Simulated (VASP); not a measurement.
Set up this calculation in VASP 6.6.1, as the native input.

```yaml
Task: single point
Functional: LDA
Potentials_or_basis: VASP PAW LDA potentials, release 64 (In_d, P)
Cutoff: 520 eV
k_mesh: 10 × 10 × 10
Occupations: gaussian, width 0.01 eV
Spin: no spin polarisation
Dipole_correction: no
Further_INCAR_settings: ALGO = Normal; EDIFF = 1e-07; NBANDS = 16
```

The structure of InP lies in POSCAR:

```
InP
1.0
    0.0000000000      2.8653211728      2.8653211728
    2.8653211728      0.0000000000      2.8653211728
    2.8653211728      2.8653211728      0.0000000000
In P
1 1
Direct
    0.0000000000      0.0000000000      0.0000000000
    0.7500000000      0.7500000000      0.7500000000
```

The input as run:

INCAR

```
  PREC = Accurate
  ENCUT = 520
  EDIFF = 1E-7
  ISMEAR = 0
  SIGMA = 0.01
  LREAL = F
  LASPH = T
  NELM = 80
  ALGO = Normal
  ISIF = 2
  LWAVE = F
  LCHARG = T
  LELF = T
  LVHAR = T
  NBANDS = 16
```

KPOINTS

```
regular mesh
0
Gamma
  10 10 10
```

Potentials or basis: VASP PAW LDA potentials, release 64 (In_d, P).

Run with:

```bash
$ cat potpaw_LDA.64/In_d/POTCAR potpaw_LDA.64/P/POTCAR > POTCAR
$ mpirun -np 1 vasp_std > vasp.out
```

Results of the run:

```json
{
  "Pressure": "4.0 GPa",
  "Band gap on the k mesh": "0.87 eV, direct"
}
```

Caveat: spin-orbit coupling is left out, which moves the levels of the heavy elements.

It took 19 s on 1 thread of Intel Xeon 6975P-C, on a shared host, peak memory 0.17 GiB.
